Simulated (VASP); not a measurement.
# K (Fm-3m) in VASP: notebook, part 2 of 2

VASP 6.6.1. The steps go on from the part before.

## (4) Single point, PBEsol+D3(BJ)

This run uses another cell than the first one, of 33.56 Å³/atom.

The input, INCAR:

```
SYSTEM = K
ALGO = Normal
EDIFF = 1E-6
ENCUT = 500
GGA = PS
GGA_COMPAT = .False.
ISIF = 2
ISMEAR = 1
IVDW = 12
LASPH = .True.
LCHARG = .False.
LREAL = .False.
LWAVE = .False.
NBANDS = 10
NELM = 120
PREC = Accurate
SIGMA = 0.05
```

The input, KPOINTS:

```
k-points
0
Gamma
  6 6 6
  0 0 0
```

The input, POSCAR:

```
K
1.0
    0.0000000000      2.5600457894      2.5600457894
    2.5600457894      0.0000000000      2.5600457894
    2.5600457894      2.5600457894      0.0000000000
K
1
Direct
    0.0000000000      0.0000000000      0.0000000000
```

Potentials or basis: VASP PAW PBE potentials, release 64 (K_sv).

Run with:

```sh
$ cat potpaw_PBE.64/K_sv/POTCAR > POTCAR
$ mpirun -np 1 vasp_std > vasp.out
```

OUTCAR:

```text
SYSTEM = K
   EDIFF = 1E-6
   ENCUT = 500
   GGA = PS
   ISIF = 2
   ISMEAR = 1
   IVDW = 12
   LASPH = .True.
   LREAL = .False.
   NELM = 120
   PREC = Accurate
 IVDW          = 12

 ion  position               nearest neighbor table
   1  0.000  0.000  0.000-

  LATTYP: Found a face centered cubic cell.
 ALAT       =     5.1200915788

  Lattice vectors:

 A1 = (   0.0000000000,   2.5600457894,   2.5600457894)
 A2 = (   2.5600457894,   0.0000000000,   2.5600457894)
 A3 = (   2.5600457894,   2.5600457894,   0.0000000000)

Analysis of symmetry for initial positions (statically):
=====================================================================
 Subroutine PRICEL returns:
 Original cell was already a primitive cell.

 Routine SETGRP: Setting up the symmetry group for a
 face centered cubic supercell.

 Subroutine GETGRP returns: Found 48 space group operations
 (whereof 48 operations were pure point group operations)
 out of a pool of 48 trial point group operations.

The static configuration has the point symmetry O_h .

Analysis of symmetry for dynamics (positions and initial velocities):
=====================================================================
 Subroutine PRICEL returns:
 Original cell was already a primitive cell.

 Routine SETGRP: Setting up the symmetry group for a
 face centered cubic supercell.

 Subroutine GETGRP returns: Found 48 space group operations
 (whereof 48 operations were pure point group operations)
 out of a pool of 48 trial point group operations.

The dynamic configuration has the point symmetry O_h .

 Subroutine INISYM returns: Found 48 space group operations
 (whereof 48 operations are pure point group operations),
 and found     1 'primitive' translations

----------------------------------------------------------------------------------------

                                     Primitive cell
[... 103 lines left out ...]
  Thomas-Fermi vector in A             =   2.190969
   LORBIT       =      0    0 simple, 1 ext, 2 COOP (PROOUT), +10 PAW based schemes
   GGA     = PS    functional components
   LHFCALC =     F    Hartree Fock is set to
   AEXX    =    0.0000 exact exchange contribution
   IVDW    =    12    specifies the selected vdW correction
   LEPSILON=     F    determine dielectric tensor
   LRPA    =     F    only Hartree local field effects (RPA)
 non-spin polarized calculation
 Methfessel and Paxton  Order N= 1 SIGMA  =   0.05
  energy-cutoff  :      500.00
  volume of cell :       33.56
 maximum number of plane-waves:       869
 NGX is ok and might be reduce to    28
   NGX = 13   NGY = 13   NGZ = 13

 number of electron       9.0000000 magnetization

 Free energy of the ion-electron system (eV)
  ---------------------------------------------------
  ext. energy  EPLUGINS =         0.00000000
  ---------------------------------------------------
  free energy    TOTEN  =        -0.38650414 eV

  energy without entropy =       -0.38513075  energy(sigma->0) =       -0.38604634

 E-fermi :   2.4194     XC(G=0):  -8.1076

 val. band max:        2.4047317543   @ k =   0.5000   0.3333   0.1667
 cond. band min:       2.4395353381   @ k =   0.5000   0.0000   0.0000
 fundamental gap:      0.0348035838
 Fermi energy:         2.4193626614

 k-point     1 :       0.0000    0.0000    0.0000
  band No.  band energies     occupation
      1     -29.6351      2.00000
      2     -12.8246      2.00000
      3     -12.8246      2.00000
      4     -12.8246      2.00000
      5      -0.8975      2.00000
      6       7.0084      0.00000
      7       7.0084      0.00000
      8       7.0084      0.00000
      9       9.1395      0.00000
     10       9.1395      0.00000
[... 183 lines left out ...]
 k-point    16 :      -0.3333    0.5000    0.1667
  band No.  band energies     occupation
      1     -29.4846      2.00000
      2     -13.4467      2.00000
      3     -13.2128      2.00000
      4     -13.1059      2.00000
      5       3.0638     -0.00000
      6       4.3195      0.00000
      7       5.0959      0.00000
      8       7.9182      0.00000
      9      11.0403      0.00000
     10      11.4217      0.00000

------------------------ aborting loop because EDIFF is reached ----------------------------------------

 Edisp (eV)   -0.27757

 E8    (eV) :    -0.2080

  FORCE on cell =-STRESS in cart. coord.  units (eV):
  Direction    XX          YY          ZZ          XY          YZ          ZX
  --------------------------------------------------------------------------------------
  -------------------------------------------------------------------------------------
  Total       2.08523     2.08523     2.08523    -0.00000    -0.00000    -0.00000
  in kB      99.56126    99.56126    99.56126    -0.00000    -0.00000    -0.00000
  external pressure =       99.56 kB  Pullay stress =        0.00 kB

 VOLUME and BASIS-vectors are now :
 -----------------------------------------------------------------------------
  energy-cutoff  :      500.00
  volume of cell :       33.56
      direct lattice vectors                 reciprocal lattice vectors
     0.000000000  2.560045789  2.560045789    -0.195309007  0.195309007  0.195309007
     2.560045789  0.000000000  2.560045789     0.195309007 -0.195309007  0.195309007
     2.560045789  2.560045789  0.000000000     0.195309007  0.195309007 -0.195309007

 POSITION                                       TOTAL-FORCE (eV/Angst)
 -----------------------------------------------------------------------------------
      0.00000      0.00000      0.00000         0.000000     -0.000000      0.000000
 -----------------------------------------------------------------------------------
    total drift:                               -0.000000     -0.000000     -0.000000

  FREE ENERGIE OF THE ION-ELECTRON SYSTEM (eV)
  ---------------------------------------------------
  free  energy   TOTEN  =        -0.6640725242 eV

  energy  without entropy=       -0.6626991355  energy(sigma->0) =       -0.66361473
```

OSZICAR:

```text
N       E                     dE             d eps       ncg     rms          rms(c)
DAV:   1     0.477499418002E+02    0.47750E+02   -0.42772E+03   320   0.770E+02
DAV:   2     0.114620496719E+01   -0.46604E+02   -0.45620E+02   354   0.203E+02
DAV:   3    -0.329352878410E+00   -0.14756E+01   -0.14719E+01   430   0.293E+01
DAV:   4    -0.393695605273E+00   -0.64343E-01   -0.64136E-01   408   0.528E+00
DAV:   5    -0.397254715271E+00   -0.35591E-02   -0.35483E-02   448   0.890E-01    0.582E+00
DAV:   6    -0.386429974052E+00    0.10825E-01   -0.25638E-02   384   0.137E+00    0.389E+00
DAV:   7    -0.387329571830E+00   -0.89960E-03   -0.32255E-02   366   0.145E+00    0.323E-01
DAV:   8    -0.386508219032E+00    0.82135E-03   -0.51600E-03   346   0.769E-01    0.978E-02
DAV:   9    -0.386511778296E+00   -0.35593E-05   -0.45269E-05   380   0.583E-02    0.878E-02
DAV:  10    -0.386509774545E+00    0.20038E-05   -0.24328E-05   398   0.457E-02    0.805E-02
DAV:  11    -0.386504422775E+00    0.53518E-05   -0.12981E-05   478   0.266E-02    0.214E-02
DAV:  12    -0.386504140438E+00    0.28234E-06   -0.14980E-06   354   0.108E-02
   1 F= -.66407252E+00 E0= -.66361473E+00  d E =-.137339E-02
```

stdout:

```text
POSCAR found type information on POSCAR K
 POSCAR found :  1 types and       1 ions
 scaLAPACK will be used
 -----------------------------------------------------------------------------
|                                                                             |
|                                                                             |
|     You enforced a specific xc type in the INCAR file but a different       |
|     I HOPE YOU KNOW WHAT YOU ARE DOING!                                     |
|                                                                             |
 -----------------------------------------------------------------------------

 LDA part: xc-table for (Slater+PW92), standard interpolation
 POSCAR, INCAR and KPOINTS ok, starting setup
 FFT: planning ... GRIDC
 FFT: planning ... GRID_SOFT
 FFT: planning ... GRID
 WAVECAR not read
 entering main loop
```

Run time: 10 s. Hardware: 1 thread of Intel Xeon Platinum 8259CL at 2.50GHz (Skylake/Cascade Lake), shared host; peak memory 0.16 GiB.

What came out:

* Free energy: -0.6641 eV
* Pressure: 10.0 GPa
* Band gap on the k mesh: zero (an odd number of electrons rules out a gap without spin polarisation)
* Dispersion energy per atom: -0.278 eV

Caveat: three body term missing; the cell stands under pressure; the PAW data sets were made with another functional, which shifts forces and pressure a little.

## (5) Single point, PBEsol+D3(BJ)

This run uses another cell than the first one, of 65.80 Å³/atom.

The input, INCAR:

```
PREC = Accurate ; ENCUT = 500
EDIFF = 1E-6 ; ISMEAR = 1
SIGMA = 0.05 ; LREAL = F
LASPH = T ; NELM = 120
ALGO = Normal ; ISIF = 2
LWAVE = F ; LCHARG = F
GGA = PS ; IVDW = 12
NBANDS = 10 ; GGA_COMPAT = F
```

The input, KPOINTS:

```
regular mesh
0
Gamma
  6 6 6
```

The input, POSCAR:

```
K
1.0
    0.0000000000      3.2042154102      3.2042154102
    3.2042154102      0.0000000000      3.2042154102
    3.2042154102      3.2042154102      0.0000000000
K
1
Direct
    0.0000000000      0.0000000000      0.0000000000
```

Potentials or basis: VASP PAW PBE potentials, release 64 (K_sv).

Run with:

```sh
$ cat potpaw_PBE.64/K_sv/POTCAR > POTCAR
$ mpirun -np 1 vasp_std > vasp.out
```

OUTCAR:

```text
PREC = Accurate
   ENCUT = 500
   EDIFF = 1E-6
   ISMEAR = 1
   LREAL = F
   LASPH = T
   NELM = 120
   ISIF = 2
   GGA = PS
   IVDW = 12
 IVDW          = 12

 ion  position               nearest neighbor table
   1  0.000  0.000  0.000-

  LATTYP: Found a face centered cubic cell.
 ALAT       =     6.4084308204

  Lattice vectors:

 A1 = (   0.0000000000,   3.2042154102,   3.2042154102)
 A2 = (   3.2042154102,   0.0000000000,   3.2042154102)
 A3 = (   3.2042154102,   3.2042154102,   0.0000000000)

[... 378 lines left out ...]

------------------------ aborting loop because EDIFF is reached ----------------------------------------

 Edisp (eV)   -0.13793

 E8    (eV) :    -0.1030

  FORCE on cell =-STRESS in cart. coord.  units (eV):
  Direction    XX          YY          ZZ          XY          YZ          ZX
  --------------------------------------------------------------------------------------
  -------------------------------------------------------------------------------------
  Total      -0.00004    -0.00004    -0.00004     0.00000     0.00000     0.00000
  in kB      -0.00090    -0.00090    -0.00090     0.00000     0.00000     0.00000
  external pressure =       -0.00 kB  Pullay stress =        0.00 kB

 VOLUME and BASIS-vectors are now :
 -----------------------------------------------------------------------------
  energy-cutoff  :      500.00
  volume of cell :       65.80
      direct lattice vectors                 reciprocal lattice vectors
     0.000000000  3.204215410  3.204215410    -0.156044440  0.156044440  0.156044440
     3.204215410  0.000000000  3.204215410     0.156044440 -0.156044440  0.156044440
     3.204215410  3.204215410  0.000000000     0.156044440  0.156044440 -0.156044440

 POSITION                                       TOTAL-FORCE (eV/Angst)
 -----------------------------------------------------------------------------------
      0.00000      0.00000      0.00000         0.000000      0.000000      0.000000
 -----------------------------------------------------------------------------------
    total drift:                               -0.000000      0.000000      0.000000

  FREE ENERGIE OF THE ION-ELECTRON SYSTEM (eV)
  ---------------------------------------------------
  free  energy   TOTEN  =        -1.2565293812 eV

  energy  without entropy=       -1.2556003594  energy(sigma->0) =       -1.25621971
```

OSZICAR:

```text
N       E                     dE             d eps       ncg     rms          rms(c)
DAV:   1     0.404000216923E+02    0.40400E+02   -0.34810E+03   320   0.671E+02
DAV:   2     0.177981632363E+00   -0.40222E+02   -0.39769E+02   336   0.188E+02
DAV:   3    -0.107697901124E+01   -0.12550E+01   -0.12493E+01   470   0.259E+01
DAV:   4    -0.112097456799E+01   -0.43996E-01   -0.43969E-01   458   0.436E+00
DAV:   5    -0.112177363739E+01   -0.79907E-03   -0.79903E-03   486   0.463E-01    0.229E+00
DAV:   6    -0.111924633745E+01    0.25273E-02   -0.41651E-03   436   0.451E-01    0.149E+00
DAV:   7    -0.111859009759E+01    0.65624E-03   -0.67589E-03   406   0.536E-01    0.968E-02
DAV:   8    -0.111859140323E+01   -0.13056E-05   -0.70637E-04   454   0.262E-01    0.388E-02
DAV:   9    -0.111860067005E+01   -0.92668E-05   -0.20923E-05   474   0.397E-02    0.145E-02
DAV:  10    -0.111860223239E+01   -0.15623E-05   -0.11359E-05   444   0.246E-02    0.418E-03
DAV:  11    -0.111860201748E+01    0.21491E-06   -0.92715E-08   232   0.312E-03
   1 F= -.12565294E+01 E0= -.12562197E+01  d E =-.929022E-03
```

stdout:

```text
POSCAR found type information on POSCAR K
 POSCAR found :  1 types and       1 ions
 scaLAPACK will be used
 -----------------------------------------------------------------------------
|                                                                             |
|                                                                             |
|     You enforced a specific xc type in the INCAR file but a different       |
|     I HOPE YOU KNOW WHAT YOU ARE DOING!                                     |
|                                                                             |
 -----------------------------------------------------------------------------

 LDA part: xc-table for (Slater+PW92), standard interpolation
 POSCAR, INCAR and KPOINTS ok, starting setup
 FFT: planning ... GRIDC
 FFT: planning ... GRID_SOFT
 FFT: planning ... GRID
 WAVECAR not read
 entering main loop
```

Run time: 14 s. Hardware: 1 thread of Intel Xeon Platinum 8259CL at 2.50GHz (Skylake/Cascade Lake), shared host; peak memory 0.2 GiB.

What came out:

* Free energy: -1.2565 eV
* Pressure: 0.0 GPa
* Band gap on the k mesh: zero (an odd number of electrons rules out a gap without spin polarisation)
* Dispersion energy per atom: -0.138 eV

Caveat: three body term missing; the PAW data sets were made with another functional, which shifts forces and pressure a little.

## (6) Single point, PBEsol+D3(BJ)

This run uses another cell than the first one, of 71.22 Å³/atom.

The input, INCAR:

```
PREC = Accurate
ENCUT = 500
EDIFF = 1E-6
ISMEAR = 1
SIGMA = 0.05
LREAL = False
LASPH = True
NELM = 120
ALGO = Normal
ISIF = 2
LWAVE = False
LCHARG = False
GGA = PS
IVDW = 12
NBANDS = 10
GGA_COMPAT = False
```

KPOINTS is that of step 5.

The input, POSCAR:

```
K
1.0
    0.0000000000      3.2900000000      3.2900000000
    3.2900000000      0.0000000000      3.2900000000
    3.2900000000      3.2900000000      0.0000000000
K
1
Direct
    0.0000000000      0.0000000000      0.0000000000
```

Potentials or basis: VASP PAW PBE potentials, release 64 (K_sv).

Run with:

```sh
$ cat potpaw_PBE.64/K_sv/POTCAR > POTCAR
$ mpirun -np 1 vasp_std > vasp.out
```

Run time: 12 s. Hardware: 1 thread of Intel Xeon Platinum 8259CL at 2.50GHz (Skylake/Cascade Lake), shared host; peak memory 0.2 GiB.

Results (log left out):

```
Free energy                : -1.2519 eV
Pressure                   : -0.3 GPa
Band gap on the k mesh     : zero (an odd number of electrons rules out a gap without spin polarisation)
Dispersion energy per atom : -0.128 eV
```

Levels at points of the mesh, in eV from the Fermi level:
```
           k point  band 2  band 3  band 4  band 5  band 6  band 7  band 8  band 9
(0.00, 0.00, 0.00)  -15.33  -15.33  -15.33   -2.06    4.39    4.39    4.39    5.68
(0.50, 0.00, 0.00)  -15.41  -15.34  -15.34    0.47    0.71    4.17    4.17    6.45
(0.50, 0.50, 0.00)  -15.40  -15.36  -15.36    1.05    1.56    2.48    5.18    5.18
```

Caveat: three body term missing; the PAW data sets were made with another functional, which shifts forces and pressure a little.

## (7) Summary

| cell | smearing | gap on the mesh (eV) | pressure (GPa) |
| --- | --- | --- | --- |
| a = 3.211 Å, angles 60.0°, 1 atom | methfessel-paxton 0.0419 eV | none | 19.8 |
| a = 3.063 Å, angles 60.0°, 1 atom | methfessel-paxton 0.05 eV | none | 30.0 |
| a = 3.620 Å, angles 60.0°, 1 atom | methfessel-paxton 0.05 eV | none | 10.0 |
| a = 4.531 Å, angles 60.0°, 1 atom | methfessel-paxton 0.05 eV | none | 0.0 |
| a = 4.653 Å, angles 60.0°, 1 atom | methfessel-paxton 0.05 eV | none | -0.3 |

Alike in all rows: task single point; level PBEsol+D3(BJ); potentials or basis VASP PAW PBE potentials, release 64 (K_sv); no spin polarisation; k mesh 6 × 6 × 6; cutoff (eV) 500.

Caveats: some runs use coarse meshes; three body term missing; the PAW data sets were made with another functional, which shifts forces and pressure a little; the cell stands under pressure (at least some runs).

Total energies depend on the potentials used, so only differences within one code and one set of settings carry meaning.
